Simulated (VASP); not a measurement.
# TiSi2 (C2/c) in VASP: single point with PBEsol

Aim: the single point of TiSi2 with PBEsol.

Everything below comes from runs of VASP 6.6.1. Logs are shortened: lines on timing, memory, paths and dates and some standing lists are left out, and cuts for length are marked.

## (1) The cell of the first run

The structure is monoclinic, space group C2/c (No. 15). Conventional cell: a = 8.182 Å, b = 4.762 Å, c = 5.898 Å, α = 90.00°, β = 133.92°, γ = 90.00°. Within 3.3 Å of Ti (site symmetry 2) lie 10 Si at 2.53 to 2.75 Å and 4 Ti at 3.17 to 3.19 Å. Si (site symmetry 1) has 9 Si at 2.49 to 3.19 Å and 5 Ti at 2.53 to 2.75 Å within 3.3 Å.

## (2) Single point, PBEsol (atoms displaced along a vibrational mode)

The input, INCAR:

```
SYSTEM = TiSi2
PREC     = Accurate       ! precision mode
ENCUT    = 520            ! plane-wave cutoff, eV
EDIFF    = 1E-6           ! SCF threshold, eV
ISMEAR   = 0              ! smearing method
SIGMA    = 0.15           ! smearing width, eV
LREAL    = .FALSE.        ! projectors in reciprocal space
LASPH    = .TRUE.         ! aspherical terms in the spheres
NELM     = 80             ! most SCF steps
ALGO     = Fast           ! electronic algorithm
ISIF     = 2              ! what is computed and relaxed
LWAVE    = .FALSE.        ! write WAVECAR
LCHARG   = .TRUE.         ! write CHGCAR
GGA      = PS             ! functional
LELF     = .TRUE.         ! ELF
LVHAR    = .TRUE.       
NBANDS   = 29             ! bands
```

The input, KPOINTS:

```
Automatic mesh
0
G
  14 14 14
  0 0 0
```

The input, POSCAR:

```
TiSi2
1.0
    0.0000000000      4.0910612953      4.2480470636
    2.3808780418      0.0000000000      4.2480470636
    2.3808780418      4.0910612953      0.0000000000
Ti Si
2 4
Direct
    0.7468499016      0.7531500984      0.7531500984
    0.5031500984      0.4968499016      0.4968499016
    0.0852835168      0.4165990073      0.0870506080
    0.4110668679      0.0870506080      0.4165990073
    0.1647164832      0.8334009927      0.1629493920
    0.8389331321      0.1629493920      0.8334009927
```

Potentials or basis: VASP PAW PBE potentials, release 64 (Ti_sv, Si).

Launch:

```bash
$ cat potpaw_PBE.64/Ti_sv/POTCAR potpaw_PBE.64/Si/POTCAR > POTCAR
$ mpirun -np 1 vasp_std > vasp.out
```

OUTCAR:

```text
SYSTEM = TiSi2
   PREC = Accurate
   ENCUT = 520
   EDIFF = 1E-6
   ISMEAR = 0
   LREAL = .FALSE.
   LASPH = .TRUE.
   NELM = 80
   ISIF = 2
   GGA = PS

 ion  position               nearest neighbor table
   1  0.747  0.753  0.753-   5 2.53   6 2.53   6 2.54   5 2.54   4 2.73   3 2.73   4 2.74   3 2.74
                             3 2.75   4 2.75
   2  0.503  0.497  0.497-   3 2.53   4 2.53   4 2.54   3 2.54   6 2.73   5 2.73   6 2.74   5 2.74
                             5 2.75   6 2.75
   3  0.085  0.417  0.087-   5 2.49   2 2.53   5 2.54   2 2.54   4 2.68   1 2.73   1 2.74   1 2.75
                             4 2.77   4 2.77
   4  0.411  0.087  0.417-   6 2.49   2 2.53   6 2.54   2 2.54   3 2.68   1 2.73   1 2.74   1 2.75
                             3 2.77   3 2.77
   5  0.165  0.833  0.163-   3 2.49   1 2.53   3 2.54   1 2.54   6 2.68   2 2.73   2 2.74   2 2.75
                             6 2.77   6 2.77
   6  0.839  0.163  0.833-   4 2.49   1 2.53   4 2.54   1 2.54   5 2.68   2 2.73   2 2.74   2 2.75
                             5 2.77   5 2.77

  LATTYP: Found a face centered orthorhombic cell.
 ALAT       =     4.7617560836
 B/A-ratio  =     1.7182993935
 C/A-ratio  =     1.7842354749

  Lattice vectors:

 A1 = (   0.0000000000,   4.0910612953,   4.2480470636)
 A2 = (   2.3808780418,   0.0000000000,   4.2480470636)
 A3 = (   2.3808780418,   4.0910612953,   0.0000000000)

Analysis of symmetry for initial positions (statically):
=====================================================================
 Subroutine PRICEL returns:
 Original cell was already a primitive cell.

 Routine SETGRP: Setting up the symmetry group for a
 face centered orthorhombic supercell.

 Subroutine GETGRP returns: Found  4 space group operations
 (whereof  2 operations were pure point group operations)
 out of a pool of  8 trial point group operations.

The static configuration has the point symmetry C_2 .
 The point group associated with its full space group is C_2h.

Analysis of symmetry for dynamics (positions and initial velocities):
=====================================================================
 Subroutine PRICEL returns:
 Original cell was already a primitive cell.

 Routine SETGRP: Setting up the symmetry group for a
 face centered orthorhombic supercell.

 Subroutine GETGRP returns: Found  4 space group operations
 (whereof  2 operations were pure point group operations)
 out of a pool of  8 trial point group operations.

[... 112 lines left out ...]
   NSW    =      0    number of steps for IOM
   IBRION =     -1    ionic relax: 0-MD 1-quasi-New 2-CG
   NFREE  =      0    steps in history (QN), initial steepest desc. (CG)
   ISIF   =      2    stress and relaxation
   ISYM   =      2    0-nonsym 1-usesym 2-fastsym
   POTIM  = 0.5000    time-step for ionic-motion
   TEBEG  =    0.0;   TEEND  =   0.0 temperature during run
   PSTRESS=    0.0 pullay stress
   NELECT =      40.0000    total number of electrons
   NUPDOWN=      -1.0000    fix difference up-down
   EMIN   =  10.00;   EMAX   =-10.00  energy-range for DOS
   EFERMI =   0.00;   METHOD = LEGACY
   ISMEAR =     0;   SIGMA  =   0.15  broadening in eV -4-tet -1-fermi 0-gaus
   EFERMI_NEDOS =   21; number of points for ismear=-14 and -15
   IALGO  =     68    algorithm
   IMIX   =      4    mixing-type and parameters
     AMIX     =   0.40;   BMIX     =  1.00
     AMIX_MAG =   1.60;   BMIX_MAG =  1.00
  volume/ion in A,a.u.               =      13.79        93.08
  Fermi-wavevector in a.u.,A,eV,Ry     =   1.284786  2.427893 22.458786  1.650674
  Thomas-Fermi vector in A             =   2.416959
   LORBIT       =      0    0 simple, 1 ext, 2 COOP (PROOUT), +10 PAW based schemes
   GGA     = PS    functional components
   LHFCALC =     F    Hartree Fock is set to
   AEXX    =    0.0000 exact exchange contribution
   IVDW    =     0    specifies the selected vdW correction
   LEPSILON=     F    determine dielectric tensor
   LRPA    =     F    only Hartree local field effects (RPA)
 non-spin polarized calculation
 RMM-DIIS sequential band-by-band and
 Gauss-broadening in eV      SIGMA  =   0.15
  energy-cutoff  :      520.00
  volume of cell :       82.75
 maximum number of plane-waves:      2264
 NGX is ok and might be reduce to    48
   NGX = 21   NGY = 19   NGZ = 17

 number of electron      40.0000002 magnetization

 Free energy of the ion-electron system (eV)
  ---------------------------------------------------
  ext. energy  EPLUGINS =         0.00000000
  ---------------------------------------------------
  free energy    TOTEN  =       -43.68730143 eV

  energy without entropy =      -43.66261053  energy(sigma->0) =      -43.67495598

 E-fermi :  10.2691     XC(G=0): -11.8839

 val. band max:       10.2683448299   @ k =  -0.2143   0.2143   0.0000
 cond. band min:      10.2700687067   @ k =   0.0000  -0.0714  -0.3571
 fundamental gap:      0.0017238768
 Fermi energy:        10.2691463736

 k-point     1 :       0.0000    0.0000    0.0000
  band No.  band energies     occupation
      1     -45.7000      2.00000
      2     -45.6686      2.00000
      3     -22.1995      2.00000
      4     -22.1820      2.00000
      5     -22.1018      2.00000
      6     -22.0859      2.00000
[... 757 lines left out ...]
     28      14.5499      0.00000
     29      14.6447      0.00000

 [... further k-points ...]

------------------------ aborting loop because EDIFF is reached ----------------------------------------

  FORCE on cell =-STRESS in cart. coord.  units (eV):
  Direction    XX          YY          ZZ          XY          YZ          ZX
  --------------------------------------------------------------------------------------
  -------------------------------------------------------------------------------------
  Total        0.0221777     -0.0604823      0.2751157      0.0000000      0.2168337      0.0000000
  in kB        0.4293729     -1.1709715      5.3263967      0.0000000      4.1980233      0.0000000
  external PRESSURE =       1.5282660 kB  Pullay stress =       0.0000000 kB

 VOLUME and BASIS-vectors are now :
 -----------------------------------------------------------------------------
  energy-cutoff  :      520.00
  volume of cell :       82.75
      direct lattice vectors                 reciprocal lattice vectors
     0.000000000  4.091061295  4.248047064    -0.210006557  0.122217675  0.117701144
     2.380878042  0.000000000  4.248047064     0.210006557 -0.122217675  0.117701144
     2.380878042  4.091061295  0.000000000     0.210006557  0.122217675 -0.117701144

 POSITION                                       TOTAL-FORCE (eV/Angst)
 -----------------------------------------------------------------------------------
      3.58632      6.13659      6.37207        -0.186508     -0.000000      0.000000
      2.36588      4.09106      4.24805         0.186508     -0.000000     -0.000000
      1.19913      0.70503      2.13202        -0.063701      0.002466     -0.058926
      1.19913      3.38603      2.11603        -0.063701     -0.002466      0.058926
      2.37219      1.34050      4.24005         0.063701     -0.002466      0.058926
      2.37219      6.84162      4.25604         0.063701      0.002466     -0.058926
 -----------------------------------------------------------------------------------
    total drift:                               -0.000000     -0.000000     -0.000000

  FREE ENERGIE OF THE ION-ELECTRON SYSTEM (eV)
  ---------------------------------------------------
  free  energy   TOTEN  =       -43.6873014280 eV

  energy  without entropy=      -43.6626105298  energy(sigma->0) =      -43.67495598
```

OSZICAR:

```text
N       E                     dE             d eps       ncg     rms          rms(c)
DAV:   1     0.386695620236E+03    0.38670E+03   -0.18779E+04 43152   0.147E+03
DAV:   2    -0.161210042646E+01   -0.38831E+03   -0.37752E+03 43377   0.431E+02
DAV:   3    -0.439586095530E+02   -0.42347E+02   -0.41490E+02 72257   0.119E+02
[... 26 lines left out ...]
RMM:  30    -0.436872976835E+02   -0.15692E-05   -0.19380E-05 48597   0.134E-02    0.677E-03
RMM:  31    -0.436872993018E+02   -0.16182E-05   -0.18742E-05 47635   0.121E-02    0.643E-03
RMM:  32    -0.436872998852E+02   -0.58347E-06   -0.14322E-05 54057   0.122E-02    0.455E-03
RMM:  33    -0.436873007920E+02   -0.90680E-06   -0.13516E-05 49068   0.112E-02    0.182E-03
RMM:  34    -0.436873014280E+02   -0.63593E-06   -0.87507E-06 45405   0.992E-03
   1 F= -.43687301E+02 E0= -.43674956E+02  d E =-.246909E-01
```

It took 2.2 h on 1 thread of Oxide Virtual Turin-like, shared host; peak memory 1.3 GiB.

What came out:

```
Free energy            : -43.6873 eV
Pressure               : 0.2 GPa
Largest force          : 0.187 eV/Å
Band gap on the k mesh : zero (bands 20 and 21 overlap by 1.90 eV)
```

Forces in eV/Å, atoms in the order of the input:
```
Ti  -0.187  0.000  0.000
Ti   0.187  0.000  0.000
Si  -0.064  0.002 -0.059
Si  -0.064 -0.002  0.059
Si   0.064 -0.002  0.059
Si   0.064  0.002 -0.059
```

Stress tensor (GPa, compression positive):
```
 0.04  0.00  0.00
 0.00 -0.12  0.42
 0.00  0.42  0.53
```

Levels at points of the mesh, in eV from the Fermi level:
```csv
k point,band 18,band 19,band 20,band 21,band 22,band 23
"(0.00, 0.00, 0.00)",-2.01,-1.76,-1.39,-0.94,2.09,3.18
"(0.50, 0.00, 0.00)",-1.07,-0.03,0.14,1.04,1.40,1.76
"(0.00, 0.00, 0.50)",-1.09,-0.04,0.15,1.03,1.39,1.71
"(0.50, 0.50, 0.00)",-1.56,-1.01,-1.01,0.76,0.76,3.28
"(0.50, 0.00, 0.50)",-2.36,-0.87,-0.87,1.30,1.30,3.39
"(0.00, 0.50, 0.50)",-1.13,-0.68,-0.61,0.86,0.88,2.27
```

Caveat: the cell differs from its parent crystal (atoms displaced along a vibrational mode); the PAW data sets were made with another functional, which shifts forces and pressure a little.
